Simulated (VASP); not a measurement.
# SnO2 (Pa-3) in VASP: a series of runs

Aim: see how the results for SnO2 move with the level of theory and the settings. Levels: RPBE, PBEsol. Tasks: single point, relaxation of cell and atoms.

Program: VASP 6.6.1. These are calculated values, not measurements. Logs are shortened: lines on timing, memory, paths and dates and some standing lists are left out, and cuts for length are marked.

## (1) The cell of the first run

It takes space group Pa-3 (No. 205, cubic). The conventional cell has a = 5.175 Å, b = 5.175 Å, c = 5.175 Å, α = 90.00°, β = 90.00°, γ = 90.00°. Within 2.8 Å of Sn (site symmetry -3) lie 6 O at 2.11 Å. O (site symmetry 3) has 3 Sn at 2.11 Å and 7 O at 2.75 to 2.89 Å within 2.9 Å.

## (2) Single point, RPBE

File INCAR:

```
PREC = Accurate
ENCUT = 520
EDIFF = 1E-6
ISMEAR = -1
SIGMA = 0.05
LREAL = F
LASPH = T
NELM = 100
ALGO = Normal
ISIF = 2
LWAVE = F
LCHARG = F
GGA = RP
NBANDS = 64
```

File KPOINTS:

```
regular mesh
0
Gamma
  5 5 5
```

File POSCAR:

```
SnO2
1.0
    5.1752560000      0.0000000000      0.0000000000
    0.0000000000      5.1752560000      0.0000000000
    0.0000000000      0.0000000000      5.1752560000
Sn O
4 8
Direct
    0.0000000000      0.0000000000      0.0000000000
    0.5000000000      0.0000000000      0.5000000000
    0.5000000000      0.5000000000      0.0000000000
    0.0000000000      0.5000000000      0.5000000000
    0.6610980000      0.8389020000      0.1610980000
    0.8389020000      0.1610980000      0.6610980000
    0.1610980000      0.6610980000      0.8389020000
    0.3389020000      0.3389020000      0.3389020000
    0.6610980000      0.6610980000      0.6610980000
    0.8389020000      0.3389020000      0.1610980000
    0.1610980000      0.8389020000      0.3389020000
    0.3389020000      0.1610980000      0.8389020000
```

Potentials or basis: VASP PAW PBE potentials, release 64 (Sn_d, O).

Command:

```bash
$ cat potpaw_PBE.64/Sn_d/POTCAR potpaw_PBE.64/O/POTCAR > POTCAR
$ mpirun -np 1 vasp_std > vasp.out
```

OUTCAR:

```text
PREC = Accurate
   ENCUT = 520
   EDIFF = 1E-6
   ISMEAR = -1
   LREAL = F
   LASPH = T
   NELM = 100
   ISIF = 2
   GGA = RP

 ion  position               nearest neighbor table
   1  0.000  0.000  0.000-   5 2.11   6 2.11   7 2.11  10 2.11  11 2.11  12 2.11   2 3.66   3 3.66
                             4 3.66   2 3.66   4 3.66   3 3.66   4 3.66   4 3.66   2 3.66   3 3.66
   2  0.500  0.000  0.500-   5 2.11   6 2.11   8 2.11   9 2.11  11 2.11  12 2.11   1 3.66   3 3.66
                             4 3.66   1 3.66   3 3.66   3 3.66   4 3.66   3 3.66   1 3.66   4 3.66
   3  0.500  0.500  0.000-   5 2.11   7 2.11   8 2.11   9 2.11  10 2.11  12 2.11   1 3.66   2 3.66
                             4 3.66   2 3.66   4 3.66   1 3.66   2 3.66   2 3.66   1 3.66   4 3.66
   4  0.000  0.500  0.500-   6 2.11   7 2.11   8 2.11   9 2.11  10 2.11  11 2.11   1 3.66   2 3.66
                             3 3.66   1 3.66   3 3.66   1 3.66   2 3.66   1 3.66   2 3.66   3 3.66
   5  0.661  0.839  0.161-   1 2.11   2 2.11   3 2.11
   6  0.839  0.161  0.661-   1 2.11   2 2.11   4 2.11
   7  0.161  0.661  0.839-   1 2.11   3 2.11   4 2.11
   8  0.339  0.339  0.339-   2 2.11   3 2.11   4 2.11
   9  0.661  0.661  0.661-   2 2.11   3 2.11   4 2.11
  10  0.839  0.339  0.161-   1 2.11   3 2.11   4 2.11
  11  0.161  0.839  0.339-   1 2.11   2 2.11   4 2.11
  12  0.339  0.161  0.839-   1 2.11   2 2.11   3 2.11

  LATTYP: Found a simple cubic cell.
 ALAT       =     5.1752560000

  Lattice vectors:

 A1 = (   5.1752560000,   0.0000000000,   0.0000000000)
 A2 = (   0.0000000000,   5.1752560000,   0.0000000000)
 A3 = (   0.0000000000,   0.0000000000,   5.1752560000)

Analysis of symmetry for initial positions (statically):
=====================================================================
 Subroutine PRICEL returns:
 Original cell was already a primitive cell.

 Routine SETGRP: Setting up the symmetry group for a
 simple cubic supercell.

 Subroutine GETGRP returns: Found 24 space group operations
 (whereof  6 operations were pure point group operations)
 out of a pool of 48 trial point group operations.

The static configuration has the point symmetry S_6 .
 The point group associated with its full space group is T_h .

Analysis of symmetry for dynamics (positions and initial velocities):
=====================================================================
 Subroutine PRICEL returns:
 Original cell was already a primitive cell.

 Routine SETGRP: Setting up the symmetry group for a
 simple cubic supercell.

[... 122 lines left out ...]
   NELECT =     104.0000    total number of electrons
   NUPDOWN=      -1.0000    fix difference up-down
   EMIN   =  10.00;   EMAX   =-10.00  energy-range for DOS
   EFERMI =   0.00;   METHOD = LEGACY
   ISMEAR =    -1;   SIGMA  =   0.05  broadening in eV -4-tet -1-fermi 0-gaus
   EFERMI_NEDOS =   21; number of points for ismear=-14 and -15
   IALGO  =     38    algorithm
   IMIX   =      4    mixing-type and parameters
     AMIX     =   0.40;   BMIX     =  1.00
     AMIX_MAG =   1.60;   BMIX_MAG =  1.00
  volume/ion in A,a.u.               =      11.55        77.95
  Fermi-wavevector in a.u.,A,eV,Ry     =   1.487604  2.811165 30.109240  2.212967
  Thomas-Fermi vector in A             =   2.600744
   LORBIT       =      0    0 simple, 1 ext, 2 COOP (PROOUT), +10 PAW based schemes
   GGA     = RP    functional components
   LHFCALC =     F    Hartree Fock is set to
   AEXX    =    0.0000 exact exchange contribution
   IVDW    =     0    specifies the selected vdW correction
   LEPSILON=     F    determine dielectric tensor
   LRPA    =     F    only Hartree local field effects (RPA)
 non-spin polarized calculation
  energy-cutoff  :      520.00
  volume of cell :      138.61
 maximum number of plane-waves:      3759
 NGX is ok and might be reduce to    40
   NGX = 19   NGY = 19   NGZ = 19

 number of electron     103.9999973 magnetization

 Free energy of the ion-electron system (eV)
  ---------------------------------------------------
  ext. energy  EPLUGINS =         0.00000000
  ---------------------------------------------------
  free energy    TOTEN  =       -68.53200305 eV

  energy without entropy =      -68.53184062  energy(sigma->0) =      -68.53192183

 E-fermi :   7.1019     XC(G=0): -11.4094

 val. band max:        6.6918988532   @ k =   0.4000   0.0000   0.0000
 cond. band min:       7.3177274392   @ k =   0.0000   0.0000   0.0000
 fundamental gap:      0.6258285860
 Fermi energy:         7.1019407936

 k-point     1 :       0.0000    0.0000    0.0000
  band No.  band energies     occupation
      1     -14.1758      2.00000
      2     -14.1758      2.00000
      3     -14.1758      2.00000
      4     -13.5048      2.00000
      5     -13.5048      2.00000
      6     -13.5048      2.00000
[... 726 lines left out ...]
     63      17.5216      0.00000
     64      18.0215      0.00000

------------------------ aborting loop because EDIFF is reached ----------------------------------------

  FORCE on cell =-STRESS in cart. coord.  units (eV):
  Direction    XX          YY          ZZ          XY          YZ          ZX
  --------------------------------------------------------------------------------------
  -------------------------------------------------------------------------------------
  Total        3.6808980      3.6808980      3.6808980      0.0000000      0.0000000      0.0000000
  in kB       42.5469907     42.5469907     42.5469907      0.0000000      0.0000000      0.0000000
  external PRESSURE =      42.5469907 kB  Pullay stress =       0.0000000 kB

 VOLUME and BASIS-vectors are now :
 -----------------------------------------------------------------------------
  energy-cutoff  :      520.00
  volume of cell :      138.61
      direct lattice vectors                 reciprocal lattice vectors
     5.175256000  0.000000000  0.000000000     0.193227156  0.000000000  0.000000000
     0.000000000  5.175256000  0.000000000     0.000000000  0.193227156  0.000000000
     0.000000000  0.000000000  5.175256000     0.000000000  0.000000000  0.193227156

 POSITION                                       TOTAL-FORCE (eV/Angst)
 -----------------------------------------------------------------------------------
      0.00000      0.00000      0.00000         0.000000      0.000000     -0.000000
      2.58763      0.00000      2.58763         0.000000      0.000000     -0.000000
      2.58763      2.58763      0.00000         0.000000      0.000000     -0.000000
      0.00000      2.58763      2.58763         0.000000      0.000000     -0.000000
      3.42135      4.34153      0.83372        -0.009150      0.009150     -0.009150
      4.34153      0.83372      3.42135         0.009150     -0.009150     -0.009150
      0.83372      3.42135      4.34153        -0.009150     -0.009150      0.009150
      1.75390      1.75390      1.75390         0.009150      0.009150      0.009150
      3.42135      3.42135      3.42135        -0.009150     -0.009150     -0.009150
      4.34153      1.75390      0.83372         0.009150      0.009150     -0.009150
      0.83372      4.34153      1.75390        -0.009150      0.009150      0.009150
      1.75390      0.83372      4.34153         0.009150     -0.009150      0.009150
 -----------------------------------------------------------------------------------
    total drift:                                0.000000      0.000000     -0.000000

  FREE ENERGIE OF THE ION-ELECTRON SYSTEM (eV)
  ---------------------------------------------------
  free  energy   TOTEN  =       -68.5320030470 eV

  energy  without entropy=      -68.5318406158  energy(sigma->0) =      -68.53192183
```

OSZICAR:

```text
N       E                     dE             d eps       ncg     rms          rms(c)
DAV:   1     0.161295004186E+04    0.16130E+04   -0.47636E+04  1608   0.261E+03
DAV:   2     0.272691842090E+03   -0.13403E+04   -0.12711E+04  1464   0.804E+02
DAV:   3    -0.520860883075E+02   -0.32478E+03   -0.31339E+03  1536   0.281E+02
DAV:   4    -0.798919935539E+02   -0.27806E+02   -0.27450E+02  1752   0.907E+01
DAV:   5    -0.807095006979E+02   -0.81751E+00   -0.81486E+00  1624   0.162E+01    0.219E+01
DAV:   6    -0.682057945240E+02    0.12504E+02   -0.42833E+01  2168   0.703E+01    0.770E+00
DAV:   7    -0.685487965468E+02   -0.34300E+00   -0.48793E+00  1584   0.910E+00    0.461E+00
DAV:   8    -0.685640359783E+02   -0.15239E-01   -0.68899E-01  1856   0.546E+00    0.123E+00
DAV:   9    -0.685290562510E+02    0.34980E-01   -0.19293E-01  2088   0.420E+00    0.211E-01
DAV:  10    -0.685315691961E+02   -0.25129E-02   -0.17348E-02  1816   0.989E-01    0.872E-02
DAV:  11    -0.685319934318E+02   -0.42424E-03   -0.13781E-03  1848   0.263E-01    0.284E-02
DAV:  12    -0.685320116403E+02   -0.18208E-04   -0.98847E-05  1888   0.536E-02    0.241E-02
DAV:  13    -0.685320021511E+02    0.94892E-05   -0.56355E-05  1920   0.597E-02    0.722E-03
DAV:  14    -0.685320030470E+02   -0.89590E-06   -0.35966E-06  1376   0.109E-02
   1 F= -.68532003E+02 E0= -.68531922E+02  d E =-.162431E-03
```

It took 86 s on 1 thread of Intel Xeon Platinum 8488C (Sapphire Rapids), shared host; peak memory 0.27 GiB.

What came out:

| Item | Value |
| --- | --- |
| Free energy | -68.5320 eV |
| Pressure | 4.3 GPa |
| Largest force | 0.016 eV/Å |
| Band gap on the k mesh | 0.63 eV (least direct gap 0.68 eV) |

Forces in eV/Å, atoms in the order of the input:
```
Sn   0.000  0.000  0.000
Sn   0.000  0.000  0.000
Sn   0.000  0.000  0.000
Sn   0.000  0.000  0.000
O   -0.009  0.009 -0.009
O    0.009 -0.009 -0.009
O   -0.009 -0.009  0.009
O    0.009  0.009  0.009
O   -0.009 -0.009 -0.009
O    0.009  0.009 -0.009
O   -0.009  0.009  0.009
O    0.009 -0.009  0.009
```

Caveat: the cell stands under pressure; the PAW data sets were made with another functional, which shifts forces and pressure a little; spin-orbit coupling is left out, which moves the levels of the heavy elements; an odd mesh through Γ misses points on the zone boundary, where band edges can lie.

## (3) Relaxation of cell and atoms, PBEsol

File INCAR:

```
ALGO = Normal
EDIFF = 1E-6
EDIFFG = -0.01
ENCUT = 600
GGA = PS
IBRION = 2
ISIF = 3
ISMEAR = -1
LASPH = True
LCHARG = False
LREAL = False
LWAVE = False
NELM = 100
NSW = 60
PREC = Accurate
SIGMA = 0.05
```

File KPOINTS:

```
k-points
0
Gamma
  5 5 5
```

POSCAR is that of step 2.

Potentials or basis: VASP PAW PBE potentials, release 64 (Sn_d, O).

Command:

```bash
$ cat potpaw_PBE.64/Sn_d/POTCAR potpaw_PBE.64/O/POTCAR > POTCAR
$ mpirun -np 1 vasp_std > vasp.out
```

Run time: 10 min. Hardware: 1 thread of Intel Xeon Platinum 8488C (Sapphire Rapids), shared host; peak memory 0.31 GiB.

The run converged. Its results:

```
Free energy                           : -78.4031 eV
Relaxed volume                        : 11.16 Å³/atom
Relaxed cell                          : a = 5.117 Å, b = 5.117 Å, c = 5.117 Å, α = 90.00°, β = 90.00°, γ = 90.00°
Space group after relaxing (to 0.1 Å) : Pa-3 (No. 205)
Energy gained by relaxing             : 8.6 meV/atom
Ionic steps                           : 7
Pressure after relaxing               : -0.1 GPa
Largest force after relaxing          : 0.009 eV/Å
Band gap on the k mesh                : 0.83 eV (least direct gap 0.90 eV)
```

Forces on the atoms (eV/Å):
```
Sn   0.000  0.000  0.000
Sn   0.000  0.000  0.000
Sn   0.000  0.000  0.000
Sn   0.000  0.000  0.000
O   -0.005  0.005 -0.005
O    0.005 -0.005 -0.005
O   -0.005 -0.005  0.005
O    0.005  0.005  0.005
O   -0.005 -0.005 -0.005
O    0.005  0.005 -0.005
O   -0.005  0.005  0.005
O    0.005 -0.005  0.005
```

Step by step:
| step | energy change (eV) | largest force (eV/Å) | pressure (GPa) | volume (Å³) |
| --- | --- | --- | --- | --- |
| 1 | 0.0000 | 0.0211 | -6.74 | 138.61 |
| 2 | 0.0231 | 0.0549 | 8.61 | 129.08 |
| 3 | -0.1025 | 0.0129 | -0.05 | 133.95 |
| 4 | -0.1025 | 0.0136 | 0.09 | 133.86 |
| 5 | -0.1026 | 0.0109 | -0.09 | 133.97 |
| 6 | -0.1026 | 0.0110 | -0.09 | 133.96 |
| 7 | -0.1026 | 0.0093 | -0.07 | 133.95 |

Final structure:
```
CELL_PARAMETERS angstrom
5.11664 0.00000 0.00000
0.00000 5.11664 0.00000
0.00000 0.00000 5.11664
ATOMIC_POSITIONS crystal
Sn 0.00000 0.00000 0.00000
Sn 0.50000 0.00000 0.50000
Sn 0.50000 0.50000 0.00000
Sn 0.00000 0.50000 0.50000
O 0.66101 0.83899 0.16101
O 0.83899 0.16101 0.66101
O 0.16101 0.66101 0.83899
O 0.33899 0.33899 0.33899
O 0.66101 0.66101 0.66101
O 0.83899 0.33899 0.16101
O 0.16101 0.83899 0.33899
O 0.33899 0.16101 0.83899
```

Levels at points of the mesh, in eV from the valence-band top:
```tsv
k point	band 48	band 49	band 50	band 51	band 52	band 53	band 54	band 55	band 56	band 57
(0.00, 0.00, 0.00)	-0.70	-0.27	-0.07	-0.07	-0.07	0.83	6.03	6.03	6.03	7.48
```

Caveat: the PAW data sets were made with another functional, which shifts forces and pressure a little; spin-orbit coupling is left out, which moves the levels of the heavy elements; an odd mesh through Γ misses points on the zone boundary, where band edges can lie.
